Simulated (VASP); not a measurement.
# Ga (Cmcm) in VASP: a series of runs, part 2 of 2

VASP 6.6.1. Earlier steps stand in the parts before.

## (3) Single point, PBE (strained)

File INCAR:

```
SYSTEM = Ga
PREC = Accurate
ENCUT = 520
EDIFF = 1E-7
ISMEAR = 0
SIGMA = 0.1
LREAL = .FALSE.
LASPH = .TRUE.
NELM = 60
ALGO = Fast
ISIF = 2
LWAVE = .FALSE.
LCHARG = .TRUE.
GGA = PE
LELF = .TRUE.
LVHAR = .TRUE.
NBANDS = 20
```

File KPOINTS:

```
Automatic mesh
0
G
  16 16 14
  0 0 0
```

File POSCAR:

```
Ga
1.0
    1.5864160000     -4.2061774500      0.0000000000
    1.5864160000      4.2061774500      0.0000000000
    0.0000000000      0.0000000000      3.0888480000
Ga
2
Direct
    0.8977503075      0.1022496925      0.2500000000
    0.1022496925      0.8977503075      0.7500000000
```

Potentials or basis: VASP PAW PBE potentials, release 64 (Ga_d).

Run with:

```bash
cat potpaw_PBE.64/Ga_d/POTCAR > POTCAR
mpirun -np 1 vasp_std > vasp.out
```

OUTCAR:

```text
SYSTEM = Ga
   PREC = Accurate
   ENCUT = 520
   EDIFF = 1E-7
   ISMEAR = 0
   LREAL = .FALSE.
   LASPH = .TRUE.
   NELM = 60
   ISIF = 2
   GGA = PE

 ion  position               nearest neighbor table
   1  0.898  0.102  0.250-   2 2.31   2 2.31
   2  0.102  0.898  0.750-   1 2.31   1 2.31

  LATTYP: Found a base centered orthorhombic cell.
 ALAT       =     3.1728320000
 B/A-ratio  =     2.6513710464
 C/A-ratio  =     0.9735302720

  Lattice vectors:

 A1 = (   1.5864160000,  -4.2061774500,   0.0000000000)
 A2 = (   1.5864160000,   4.2061774500,   0.0000000000)
 A3 = (   0.0000000000,   0.0000000000,   3.0888480000)

Analysis of symmetry for initial positions (statically):
=====================================================================
 Subroutine PRICEL returns:
 Original cell was already a primitive cell.

 Routine SETGRP: Setting up the symmetry group for a
 base centered orthorhombic supercell.

 Subroutine GETGRP returns: Found  8 space group operations
 (whereof  4 operations were pure point group operations)
 out of a pool of  8 trial point group operations.

The static configuration has the point symmetry C_2h.
 The point group associated with its full space group is D_2h.

Analysis of symmetry for dynamics (positions and initial velocities):
=====================================================================
 Subroutine PRICEL returns:
 Original cell was already a primitive cell.

 Routine SETGRP: Setting up the symmetry group for a
 base centered orthorhombic supercell.

 Subroutine GETGRP returns: Found  8 space group operations
 (whereof  4 operations were pure point group operations)
 out of a pool of  8 trial point group operations.

The dynamic configuration has the point symmetry C_2h.
 The point group associated with its full space group is D_2h.

 Subroutine INISYM returns: Found  8 space group operations
 (whereof  4 operations are pure point group operations),
 and found     1 'primitive' translations

----------------------------------------------------------------------------------------

                                     Primitive cell

  volume of cell :      41.2222

  direct lattice vectors                    reciprocal lattice vectors
     1.586416000 -4.206177450  0.000000000     0.315175843 -0.118872778  0.000000000
     1.586416000  4.206177450  0.000000000     0.315175843  0.118872778  0.000000000
     0.000000000  0.000000000  3.088848000     0.000000000  0.000000000  0.323745293

  length of vectors
     4.495402592  4.495402592  3.088848000     0.336847962  0.336847962  0.323745293

  position of ions in fractional coordinates (direct lattice)
     0.897750307  0.102249693  0.250000000
     0.102249693  0.897750307  0.750000000

  ion indices of the primitive-cell ions
   primitive index   ion index
                 1           1
                 2           2

----------------------------------------------------------------------------------------

 KPOINTS: Automatic mesh

Automatic generation of k-mesh.
 Grid dimensions read from file:
 generate k-points for:   16   16   14

 Generating k-lattice:

  Cartesian coordinates                     Fractional coordinates (reciprocal lattice)
     0.019698490 -0.007429549  0.000000000     0.062500000  0.000000000  0.000000000
     0.019698490  0.007429549  0.000000000     0.000000000  0.062500000  0.000000000
     0.000000000  0.000000000  0.023124664     0.000000000  0.000000000  0.071428571

  Length of vectors
     0.021052998  0.021052998  0.023124664

  Shift w.r.t. Gamma in fractional coordinates (k-lattice)
     0.000000000  0.000000000  0.000000000

 Subroutine IBZKPT returns following result:
 ===========================================

 Found    584 irreducible k-points:

 Following reciprocal coordinates:
            Coordinates               Weight
  0.000000  0.000000  0.000000      1.000000
  0.062500  0.000000  0.000000      4.000000
  0.125000  0.000000  0.000000      4.000000
  0.187500 -0.000000  0.000000      4.000000
  0.250000  0.000000  0.000000      4.000000
  0.312500  0.000000  0.000000      4.000000
[... 16 lines left out ...]
 -0.125000  0.062500  0.000000      4.000000
 -0.062500  0.062500  0.000000      2.000000
 [... further k-points ...]
   k-points           NKPTS =    584   k-points in BZ     NKDIM =    584   number of bands    NBANDS=     20
   number of dos      NEDOS =    301   number of ions     NIONS =      2
   total plane-waves  NPLWV =  31104
   dimension x,y,z NGX =    36 NGY =   36 NGZ =   24
   dimension x,y,z NGXF=    72 NGYF=   72 NGZF=   48
   ions per type =               2
   NGX,Y,Z   is equivalent  to a cutoff of  13.31, 13.31, 12.92 a.u.
   NGXF,Y,Z  is equivalent  to a cutoff of  26.63, 26.63, 25.83 a.u.
 SYSTEM =  Ga
   PREC   = accura    normal or accurate (medium, high low for compatibility)
   ISTART =      0    job   : 0-new  1-cont  2-samecut
   ICHARG =      2    charge: 1-file 2-atom 10-const
   ISPIN  =      1    spin polarized calculation?
   LNONCOLLINEAR =      F non collinear calculations
   LSORBIT =      F    spin-orbit coupling
   LASPH  =      T    aspherical Exc in radial PAW
   ENCUT  =  520.0 eV  38.22 Ry    6.18 a.u.   8.36  8.36  5.74*2*pi/ulx,y,z
   NELM   =     60;   NELMIN=  2; NELMDL= -5     # of ELM steps
   EDIFF  = 0.1E-06   stopping-criterion for ELM
   LREAL  =      F    real-space projection
   EDIFFG = 0.1E-05   stopping-criterion for IOM
   NSW    =      0    number of steps for IOM
   IBRION =     -1    ionic relax: 0-MD 1-quasi-New 2-CG
   NFREE  =      0    steps in history (QN), initial steepest desc. (CG)
   ISIF   =      2    stress and relaxation
   ISYM   =      2    0-nonsym 1-usesym 2-fastsym
   POTIM  = 0.5000    time-step for ionic-motion
   TEBEG  =    0.0;   TEEND  =   0.0 temperature during run
   PSTRESS=    0.0 pullay stress
   NELECT =      26.0000    total number of electrons
   NUPDOWN=      -1.0000    fix difference up-down
   EMIN   =  10.00;   EMAX   =-10.00  energy-range for DOS
   EFERMI =   0.00;   METHOD = LEGACY
   ISMEAR =     0;   SIGMA  =   0.10  broadening in eV -4-tet -1-fermi 0-gaus
   EFERMI_NEDOS =   21; number of points for ismear=-14 and -15
   IALGO  =     68    algorithm
   IMIX   =      4    mixing-type and parameters
     AMIX     =   0.40;   BMIX     =  1.00
     AMIX_MAG =   1.60;   BMIX_MAG =  1.00
  volume/ion in A,a.u.               =      20.61       139.09
  Fermi-wavevector in a.u.,A,eV,Ry     =   1.403963  2.653105 26.818594  1.971111
  Thomas-Fermi vector in A             =   2.526572
   LORBIT       =      0    0 simple, 1 ext, 2 COOP (PROOUT), +10 PAW based schemes
   GGA     = PE    functional components
   LHFCALC =     F    Hartree Fock is set to
   AEXX    =    0.0000 exact exchange contribution
   IVDW    =     0    specifies the selected vdW correction
   LEPSILON=     F    determine dielectric tensor
   LRPA    =     F    only Hartree local field effects (RPA)
 non-spin polarized calculation
 RMM-DIIS sequential band-by-band and
 Gauss-broadening in eV      SIGMA  =   0.10
  energy-cutoff  :      520.00
  volume of cell :       41.22
 maximum number of plane-waves:      1128
 NGX is ok and might be reduce to    36
   NGX = 17   NGY = 17   NGZ = 11

 number of electron      26.0000006 magnetization

 Free energy of the ion-electron system (eV)
  ---------------------------------------------------
  ext. energy  EPLUGINS =         0.00000000
  ---------------------------------------------------
  free energy    TOTEN  =        -4.82821979 eV

  energy without entropy =       -4.82382081  energy(sigma->0) =       -4.82602030

 E-fermi :   4.6989     XC(G=0): -10.4603

 val. band max:        4.6943315282   @ k =  -0.3750   0.1875   0.4286
 cond. band min:       4.7054620725   @ k =   0.3750  -0.0000   0.2857
 fundamental gap:      0.0111305443
 Fermi energy:         4.6988696055

 k-point     1 :       0.0000    0.0000    0.0000
  band No.  band energies     occupation
      1     -10.8728      2.00000
      2     -10.7795      2.00000
      3     -10.6676      2.00000
      4     -10.4439      2.00000
      5     -10.3835      2.00000
      6     -10.2879      2.00000
[... 12 lines left out ...]
     19      14.1916      0.00000
     20      16.7852      0.00000
[... 507 lines left out ...]
 k-point    24 :      -0.0625    0.0625    0.0000
  band No.  band energies     occupation
      1     -10.8714      2.00000
      2     -10.7782      2.00000
      3     -10.6683      2.00000
      4     -10.4460      2.00000
      5     -10.3841      2.00000
      6     -10.2866      2.00000
[... 12 lines left out ...]
     19      14.4141      0.00000
     20      16.5254      0.00000

 [... further k-points ...]

------------------------ aborting loop because EDIFF is reached ----------------------------------------

  FORCE on cell =-STRESS in cart. coord.  units (eV):
  Direction    XX          YY          ZZ          XY          YZ          ZX
  --------------------------------------------------------------------------------------
  -------------------------------------------------------------------------------------
  Total       -1.7928570      3.8622707      3.8481121      0.0000000      0.0000000      0.0000000
  in kB      -69.6827109    150.1143091    149.5640055      0.0000000      0.0000000      0.0000000
  external PRESSURE =      76.6652012 kB  Pullay stress =       0.0000000 kB

 VOLUME and BASIS-vectors are now :
 -----------------------------------------------------------------------------
  energy-cutoff  :      520.00
  volume of cell :       41.22
      direct lattice vectors                 reciprocal lattice vectors
     1.586416000 -4.206177450  0.000000000     0.315175843 -0.118872778  0.000000000
     1.586416000  4.206177450  0.000000000     0.315175843  0.118872778  0.000000000
     0.000000000  0.000000000  3.088848000     0.000000000  0.000000000  0.323745293

 POSITION                                       TOTAL-FORCE (eV/Angst)
 -----------------------------------------------------------------------------------
      1.58642     -3.34602      0.77221         0.000000      3.442235      0.000000
      1.58642      3.34602      2.31664         0.000000     -3.442235     -0.000000
 -----------------------------------------------------------------------------------
    total drift:                                0.000000     -0.000000     -0.000000

  FREE ENERGIE OF THE ION-ELECTRON SYSTEM (eV)
  ---------------------------------------------------
  free  energy   TOTEN  =        -4.8282197866 eV

  energy  without entropy=       -4.8238208147  energy(sigma->0) =       -4.82602030
```

OSZICAR:

```text
N       E                     dE             d eps       ncg     rms          rms(c)
DAV:   1     0.134086329323E+03    0.13409E+03   -0.13237E+04 24324   0.238E+03
DAV:   2     0.719754005005E+01   -0.12689E+03   -0.12391E+03 24104   0.387E+02
DAV:   3    -0.472369351917E+01   -0.11921E+02   -0.11860E+02 26152   0.977E+01
DAV:   4    -0.491858672378E+01   -0.19489E+00   -0.19479E+00 26964   0.135E+01
DAV:   5    -0.492186453239E+01   -0.32778E-02   -0.32776E-02 26428   0.173E+00    0.169E+00
RMM:   6    -0.484535023717E+01    0.76514E-01   -0.77282E-02 32905   0.309E+00    0.837E-01
RMM:   7    -0.482890903284E+01    0.16441E-01   -0.44042E-02 34109   0.184E+00    0.184E-01
RMM:   8    -0.482814178679E+01    0.76725E-03   -0.81571E-03 35284   0.901E-01    0.658E-02
RMM:   9    -0.482820188703E+01   -0.60100E-04   -0.22453E-03 35822   0.456E-01    0.245E-02
RMM:  10    -0.482820657189E+01   -0.46849E-05   -0.55683E-04 36646   0.251E-01    0.153E-02
RMM:  11    -0.482822252463E+01   -0.15953E-04   -0.11077E-04 39864   0.927E-02    0.781E-03
RMM:  12    -0.482821948763E+01    0.30370E-05   -0.23650E-05 35410   0.475E-02    0.248E-03
RMM:  13    -0.482821997384E+01   -0.48621E-06   -0.60995E-06 36410   0.195E-02    0.210E-03
RMM:  14    -0.482821979945E+01    0.17439E-06   -0.77569E-07 30829   0.958E-03    0.783E-04
RMM:  15    -0.482821978656E+01    0.12898E-07   -0.18285E-07 18158   0.429E-03
   1 F= -.48282198E+01 E0= -.48260203E+01  d E =-.439897E-02
```

It took 24 min on 1 thread of Intel Xeon 8259CL, shared host; peak memory 0.45 GiB.

Results:

* Free energy: -4.8282 eV
* Pressure: 7.7 GPa
* Largest force: 3.442 eV/Å
* Band gap on the k mesh: zero (bands 13 and 14 overlap by 6.86 eV)

Forces in eV/Å, atoms in the order of the input:
```
Ga   0.000  3.442  0.000
Ga   0.000 -3.442  0.000
```

Caveat: the cell differs from its parent crystal (strained); the stress differs along the axes, from -7 to 15 GPa; forces of over 1 eV/Å act on the atoms, so gaps and moduli don't describe the material at rest.

## (4) Single point, PBE (strained)

File INCAR:

```
SYSTEM = Ga
  PREC = Accurate
  ENCUT = 520
  EDIFF = 1E-6
  ISMEAR = 0
  SIGMA = 0.1
  LREAL = .False.
  LASPH = .True.
  NELM = 100
  ALGO = Fast
  ISIF = 2
  LWAVE = .False.
  LCHARG = .False.
  GGA = PE
  NBANDS = 20
```

File KPOINTS:

```
Automatic mesh
0
Gamma
  16 16 14
  0 0 0
```

File POSCAR:

```
Ga
1.0
    1.5020115000     -4.1547552000      0.0000000000
    1.5020115000      4.1547552000      0.0000000000
    0.0000000000      0.0000000000      3.3569349000
Ga
2
Direct
    0.8977503075      0.1022496925      0.2500000000
    0.1022496925      0.8977503075      0.7500000000
```

Run with:

```bash
cat potpaw_PBE.64/Ga_d/POTCAR > POTCAR
mpirun -np 1 vasp_std > vasp.out
```

It took 23 min on 1 thread of Intel Xeon 8259CL, shared host; peak memory 0.46 GiB.

The run converged. Its results:

* Free energy: -5.1502 eV
* Pressure: 3.8 GPa
* Largest force: 2.358 eV/Å
* Band gap on the k mesh: zero (bands 13 and 14 overlap by 6.61 eV)

Forces on the atoms (eV/Å):
```
Ga   0.000  2.358  0.000
Ga   0.000 -2.358  0.000
```

Stress tensor (GPa, compression positive):
```
-5.72  0.00  0.00
 0.00  7.36  0.00
 0.00  0.00  9.77
```

Levels at points of the mesh, in eV from the Fermi level:
| k point | band 9 | band 10 | band 11 | band 12 | band 13 | band 14 | band 15 | band 16 | band 17 | band 18 |
| --- | --- | --- | --- | --- | --- | --- | --- | --- | --- | --- |
| (0.00, 0.00, 0.00) | -14.72 | -14.56 | -10.58 | -1.55 | -1.47 | 1.99 | 5.70 | 6.73 | 9.01 | 10.36 |
| (0.50, 0.00, 0.00) | -14.69 | -14.58 | -7.12 | -4.29 | -0.89 | -0.42 | 4.69 | 5.59 | 9.01 | 9.53 |
| (0.50, 0.50, 0.00) | -14.75 | -14.63 | -9.34 | -6.99 | 3.31 | 5.38 | 5.81 | 6.13 | 6.18 | 9.05 |
| (0.00, 0.00, 0.50) | -14.74 | -14.74 | -7.18 | -7.18 | 1.37 | 1.37 | 3.36 | 3.36 | 9.31 | 9.31 |
| (0.50, 0.00, 0.50) | -14.68 | -14.68 | -3.81 | -3.81 | -0.97 | -0.97 | 1.62 | 1.62 | 4.84 | 4.84 |
| (0.50, 0.50, 0.50) | -14.77 | -14.77 | -5.95 | -5.95 | -3.28 | -3.28 | 8.70 | 8.70 | 11.23 | 11.23 |

Caveat: the cell differs from its parent crystal (strained); the stress differs along the axes, from -6 to 10 GPa; forces of over 1 eV/Å act on the atoms, so gaps and moduli don't describe the material at rest.

## (5) Summary

| cell | further INCAR settings | gap on the mesh (eV) | pressure (GPa) | largest force (eV/Å) |
| --- | --- | --- | --- | --- |
| a = 4.271, b = 4.271, c = 3.204 Å, angles 90.0, 90.0, 141.5°, 2 atoms, atomic positions A | ALGO = Fast; EDIFF = 1e-06; NBANDS = 20 | none | 3.8 | 0.75 |
| a = 4.495, b = 4.495, c = 3.089 Å, angles 90.0, 90.0, 138.7°, 2 atoms, atomic positions B | ALGO = Fast; EDIFF = 1e-07; NBANDS = 20 | none | 7.7 | 3.44 |
| a = 4.418, b = 4.418, c = 3.357 Å, angles 90.0, 90.0, 140.2°, 2 atoms, atomic positions B | ALGO = Fast; EDIFF = 1e-06; NBANDS = 20 | none | 3.8 | 2.36 |

Alike in all rows: task single point; level PBE; potentials or basis VASP PAW PBE potentials, release 64 (Ga_d); no spin polarisation; k mesh 16 × 16 × 14; cutoff (eV) 520; smearing gaussian 0.1 eV.

Caveats: forces of over 1 eV/Å act on the atoms, so gaps and moduli don't describe the material at rest (at least some runs); the stress differs along the axes, from 0 to 6 GPa (at least some runs); the stress differs along the axes, from -7 to 15 GPa (at least some runs); the stress differs along the axes, from -6 to 10 GPa (at least some runs).

Total energies depend on the potentials used, so only differences within one code and one set of settings carry meaning.
